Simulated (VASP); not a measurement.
# Cd3InO (P4mm) in VASP: single point with PBE

Aim: the single point of Cd3InO with PBE.

Program: VASP 6.6.1. These are calculated values, not measurements. Logs are shortened: lines on timing, memory, paths and dates and some standing lists are left out, and cuts for length are marked.

## Step 1: The cell of the first run

Symmetry: P4mm, No. 99, tetragonal system. The conventional cell has a = 4.143 Å, b = 4.143 Å, c = 8.569 Å, α = 90.00°, β = 90.00°, γ = 90.00°. Within 2.8 Å of Cd (site symmetry 4mm) lie 1 O at 2.14 Å. Within 3.2 Å of Cd (site symmetry 2mm) lie 2 O at 2.42 Å and 4 Cd at 2.93 Å and 2 In at 3.10 Å. Within 3.8 Å of In (site symmetry 4mm) lie 5 Cd at 2.86 to 3.10 Å and 1 O at 3.56 Å. O (site symmetry 4mm) has 5 Cd at 2.14 to 2.42 Å within 2.8 Å.

## Step 2: Single point, PBE

Input file INCAR:

```
  ALGO = Normal
  EDIFF = 1E-6
  ENCUT = 520
  GGA = PE
  ISIF = 2
  ISMEAR = 0
  LASPH = True
  LCHARG = False
  LREAL = False
  LWAVE = False
  NBANDS = 36
  NELM = 100
  PREC = Accurate
  SIGMA = 0.1
```

Input file KPOINTS:

```
k-points
0
Gamma
  10 10 6
```

Input file POSCAR:

```
Cd3InO
1.0
    4.1427960186      0.0000000000      0.0000000000
    0.0000000000      4.1427960186      0.0000000000
    0.0000000000      0.0000000000      8.5692509228
Cd In O
3 1 1
Direct
    0.0000000000      0.0000000000      0.7576677826
    0.5000000000      0.0000000000      0.3608038346
    0.0000000000      0.5000000000      0.3608038346
    0.0000000000      0.0000000000      0.0919087414
    0.0000000000      0.0000000000      0.5078833568
```

Potentials or basis: VASP PAW PBE potentials, release 64 (Cd, In_d, O).

Run with:

```console
$ cat potpaw_PBE.64/Cd/POTCAR potpaw_PBE.64/In_d/POTCAR potpaw_PBE.64/O/POTCAR > POTCAR
$ mpirun -np 1 vasp_std > vasp.out
```

OUTCAR:

```text
EDIFF = 1E-6
   ENCUT = 520
   GGA = PE
   ISIF = 2
   ISMEAR = 0
   LASPH = True
   LREAL = False
   NELM = 100
   PREC = Accurate

 ion  position               nearest neighbor table
   1  0.000  0.000  0.758-   5 2.14   4 2.86
   2  0.500  0.000  0.361-   5 2.42   5 2.42   3 2.93   3 2.93   3 2.93   3 2.93   4 3.10   4 3.10

   3  0.000  0.500  0.361-   5 2.42   5 2.42   2 2.93   2 2.93   2 2.93   2 2.93   4 3.10   4 3.10

   4  0.000  0.000  0.092-   1 2.86   2 3.10   3 3.10   3 3.10   2 3.10
   5  0.000  0.000  0.508-   1 2.14   2 2.42   3 2.42   3 2.42   2 2.42

  LATTYP: Found a simple tetragonal cell.
 ALAT       =     4.1427960186
 C/A-ratio  =     2.0684703964

  Lattice vectors:

 A1 = (   4.1427960186,   0.0000000000,   0.0000000000)
 A2 = (   0.0000000000,   4.1427960186,   0.0000000000)
 A3 = (   0.0000000000,   0.0000000000,   8.5692509228)

Analysis of symmetry for initial positions (statically):
=====================================================================
 Subroutine PRICEL returns:
 Original cell was already a primitive cell.

 Routine SETGRP: Setting up the symmetry group for a
 simple tetragonal supercell.

 Subroutine GETGRP returns: Found  8 space group operations
 (whereof  8 operations were pure point group operations)
 out of a pool of 16 trial point group operations.

The static configuration has the point symmetry C_4v.

Analysis of symmetry for dynamics (positions and initial velocities):
=====================================================================
 Subroutine PRICEL returns:
 Original cell was already a primitive cell.

 Routine SETGRP: Setting up the symmetry group for a
 simple tetragonal supercell.

 Subroutine GETGRP returns: Found  8 space group operations
 (whereof  8 operations were pure point group operations)
 out of a pool of 16 trial point group operations.

The dynamic configuration has the point symmetry C_4v.

 Subroutine INISYM returns: Found  8 space group operations
 (whereof  8 operations are pure point group operations),
 and found     1 'primitive' translations

----------------------------------------------------------------------------------------

                                     Primitive cell

  volume of cell :     147.0720

  direct lattice vectors                    reciprocal lattice vectors
[... 88 lines left out ...]
   LNONCOLLINEAR =      F non collinear calculations
   LSORBIT =      F    spin-orbit coupling
   LASPH  =      T    aspherical Exc in radial PAW
   ENCUT  =  520.0 eV  38.22 Ry    6.18 a.u.   7.70  7.70 15.93*2*pi/ulx,y,z
   NELM   =    100;   NELMIN=  2; NELMDL= -5     # of ELM steps
   EDIFF  = 0.1E-05   stopping-criterion for ELM
   LREAL  =      F    real-space projection
   EDIFFG = 0.1E-04   stopping-criterion for IOM
   NSW    =      0    number of steps for IOM
   IBRION =     -1    ionic relax: 0-MD 1-quasi-New 2-CG
   NFREE  =      0    steps in history (QN), initial steepest desc. (CG)
   ISIF   =      2    stress and relaxation
   ISYM   =      2    0-nonsym 1-usesym 2-fastsym
   POTIM  = 0.5000    time-step for ionic-motion
   TEBEG  =    0.0;   TEEND  =   0.0 temperature during run
   PSTRESS=    0.0 pullay stress
   NELECT =      55.0000    total number of electrons
   NUPDOWN=      -1.0000    fix difference up-down
   EMIN   =  10.00;   EMAX   =-10.00  energy-range for DOS
   EFERMI =   0.00;   METHOD = LEGACY
   ISMEAR =     0;   SIGMA  =   0.10  broadening in eV -4-tet -1-fermi 0-gaus
   EFERMI_NEDOS =   21; number of points for ismear=-14 and -15
   IALGO  =     38    algorithm
   IMIX   =      4    mixing-type and parameters
     AMIX     =   0.40;   BMIX     =  1.00
     AMIX_MAG =   1.60;   BMIX_MAG =  1.00
  volume/ion in A,a.u.               =      29.41       198.50
  Fermi-wavevector in a.u.,A,eV,Ry     =   1.179467  2.228869 18.927637  1.391142
  Thomas-Fermi vector in A             =   2.315777
   LORBIT       =      0    0 simple, 1 ext, 2 COOP (PROOUT), +10 PAW based schemes
   GGA     = PE    functional components
   LHFCALC =     F    Hartree Fock is set to
   AEXX    =    0.0000 exact exchange contribution
   IVDW    =     0    specifies the selected vdW correction
   LEPSILON=     F    determine dielectric tensor
   LRPA    =     F    only Hartree local field effects (RPA)
 non-spin polarized calculation
 Gauss-broadening in eV      SIGMA  =   0.10
  energy-cutoff  :      520.00
  volume of cell :      147.07
 maximum number of plane-waves:      3996
 NGX is ok and might be reduce to    32
   NGX = 15   NGY = 15   NGZ = 31

 number of electron      54.9999995 magnetization

 Free energy of the ion-electron system (eV)
  ---------------------------------------------------
  ext. energy  EPLUGINS =         0.00000000
  ---------------------------------------------------
  free energy    TOTEN  =       -10.21776908 eV

  energy without entropy =      -10.20870027  energy(sigma->0) =      -10.21323467

 E-fermi :   1.7091     XC(G=0):  -8.5145

 val. band max:        1.6938849608   @ k =   0.5000   0.3000   0.3333
 cond. band min:       1.7258418217   @ k =   0.5000   0.1000   0.0000
 fundamental gap:      0.0319568610
 Fermi energy:         1.7090582839

 k-point     1 :       0.0000    0.0000    0.0000
  band No.  band energies     occupation
      1     -16.5373      2.00000
      2     -13.0291      2.00000
      3     -12.9912      2.00000
      4     -12.9694      2.00000
      5     -12.9694      2.00000
      6     -12.9681      2.00000
[... 925 lines left out ...]
     35       7.5380      0.00000
     36       8.2217      0.00000

 [... further k-points ...]
[... 5 lines left out ...]
  --------------------------------------------------------------------------------------
  -------------------------------------------------------------------------------------
  Total        0.1657607      0.1657607      0.4032402      0.0000000      0.0000000      0.0000000
  in kB        1.8057685      1.8057685      4.3928307      0.0000000      0.0000000      0.0000000
  external PRESSURE =       2.6681226 kB  Pullay stress =       0.0000000 kB

 VOLUME and BASIS-vectors are now :
 -----------------------------------------------------------------------------
  energy-cutoff  :      520.00
  volume of cell :      147.07
      direct lattice vectors                 reciprocal lattice vectors
     4.142796019  0.000000000  0.000000000     0.241382872  0.000000000  0.000000000
     0.000000000  4.142796019  0.000000000     0.000000000  0.241382872  0.000000000
     0.000000000  0.000000000  8.569250923     0.000000000  0.000000000  0.116696314

 POSITION                                       TOTAL-FORCE (eV/Angst)
 -----------------------------------------------------------------------------------
      0.00000      0.00000      6.49265         0.000000      0.000000      0.113348
      2.07140      0.00000      3.09182         0.000000     -0.000000     -0.027569
      0.00000      2.07140      3.09182        -0.000000     -0.000000     -0.027569
      0.00000      0.00000      0.78759         0.000000     -0.000000     -0.000908
      0.00000      0.00000      4.35218         0.000000      0.000000     -0.057301
 -----------------------------------------------------------------------------------
    total drift:                                0.000000      0.000000     -0.000154

  FREE ENERGIE OF THE ION-ELECTRON SYSTEM (eV)
  ---------------------------------------------------
  free  energy   TOTEN  =       -10.2177690751 eV

  energy  without entropy=      -10.2087002718  energy(sigma->0) =      -10.21323467
```

OSZICAR:

```text
N       E                     dE             d eps       ncg     rms          rms(c)
DAV:   1     0.514848348709E+03    0.51485E+03   -0.25812E+04  6048   0.162E+03
DAV:   2     0.403730201252E+02   -0.47448E+03   -0.45617E+03  6160   0.432E+02
DAV:   3    -0.107773533638E+02   -0.51150E+02   -0.50026E+02  7104   0.140E+02
DAV:   4    -0.129967567497E+02   -0.22194E+01   -0.22091E+01  6696   0.277E+01
DAV:   5    -0.130469521922E+02   -0.50195E-01   -0.50179E-01  7152   0.451E+00    0.113E+01
DAV:   6    -0.106374675173E+02    0.24095E+01   -0.13815E+01  9156   0.289E+01    0.885E+00
DAV:   7    -0.102573615180E+02    0.38011E+00   -0.57755E+00  6368   0.932E+00    0.486E+00
DAV:   8    -0.102224457757E+02    0.34916E-01   -0.46908E-01  6548   0.328E+00    0.193E+00
DAV:   9    -0.102178113297E+02    0.46344E-02   -0.44588E-02  7032   0.123E+00    0.483E-01
DAV:  10    -0.102182427309E+02   -0.43140E-03   -0.21446E-02  7368   0.720E-01    0.225E-01
DAV:  11    -0.102176798321E+02    0.56290E-03   -0.51740E-03  7600   0.328E-01    0.701E-02
DAV:  12    -0.102177705277E+02   -0.90696E-04   -0.78235E-04  6496   0.124E-01    0.538E-02
DAV:  13    -0.102177602632E+02    0.10265E-04   -0.18677E-04  7308   0.558E-02    0.101E-02
DAV:  14    -0.102177669827E+02   -0.67195E-05   -0.16276E-05  6484   0.217E-02    0.444E-03
DAV:  15    -0.102177686072E+02   -0.16245E-05   -0.52117E-06  5984   0.123E-02    0.439E-03
DAV:  16    -0.102177690751E+02   -0.46788E-06   -0.14975E-06  4948   0.519E-03
   1 F= -.10217769E+02 E0= -.10213235E+02  d E =-.906880E-02
```

stdout:

```text
POSCAR found type information on POSCAR CdInO
 POSCAR found :  3 types and       5 ions
 scaLAPACK will be used
 LDA part: xc-table for (Slater+PW92), standard interpolation
 POSCAR, INCAR and KPOINTS ok, starting setup
 FFT: planning ... GRIDC
 FFT: planning ... GRID_SOFT
 FFT: planning ... GRID
 WAVECAR not read
 entering main loop
```

It took 9.2 min on 1 thread of Oxide Virtual Turin-like, shared host; peak memory 0.48 GiB.

Results:

| Quantity | Value |
| --- | --- |
| Free energy | -10.2178 eV |
| Pressure | 0.3 GPa |
| Largest force | 0.113 eV/Å |

Forces in eV/Å, atoms in the order of the input:
```
Cd   0.000  0.000  0.113
Cd   0.000  0.000 -0.028
Cd   0.000  0.000 -0.028
In   0.000  0.000 -0.001
O    0.000  0.000 -0.057
```

Stress tensor (GPa, compression positive):
```
0.18 0.00 0.00
0.00 0.18 0.00
0.00 0.00 0.44
```

Levels at points of the mesh, in eV from the Fermi level:
| k point | band 24 | band 25 | band 26 | band 27 | band 28 | band 29 | band 30 | band 31 |
| --- | --- | --- | --- | --- | --- | --- | --- | --- |
| (0.00, 0.00, 0.00) | -3.30 | -3.30 | -2.68 | -1.94 | 2.36 | 2.36 | 2.55 | 3.28 |
| (0.50, 0.00, 0.00) | -4.39 | -3.01 | -2.30 | -1.49 | -0.40 | -0.04 | 1.50 | 3.69 |
| (0.50, 0.50, 0.00) | -4.26 | -3.80 | -1.32 | -1.32 | -1.17 | -0.09 | 1.36 | 1.36 |
| (0.00, 0.00, 0.50) | -4.08 | -3.29 | -3.29 | -0.39 | 0.92 | 2.24 | 2.24 | 3.30 |
| (0.50, 0.00, 0.50) | -3.85 | -3.00 | -2.91 | -2.53 | 0.22 | 1.27 | 1.91 | 2.62 |
| (0.50, 0.50, 0.50) | -4.24 | -3.47 | -1.48 | -1.48 | -1.18 | -1.17 | 1.63 | 1.63 |

Caveat: spin-orbit coupling is left out, which moves the levels of the heavy elements; an odd number of electrons without spin polarisation forces a metal; a magnetic or distorted state may lie lower.
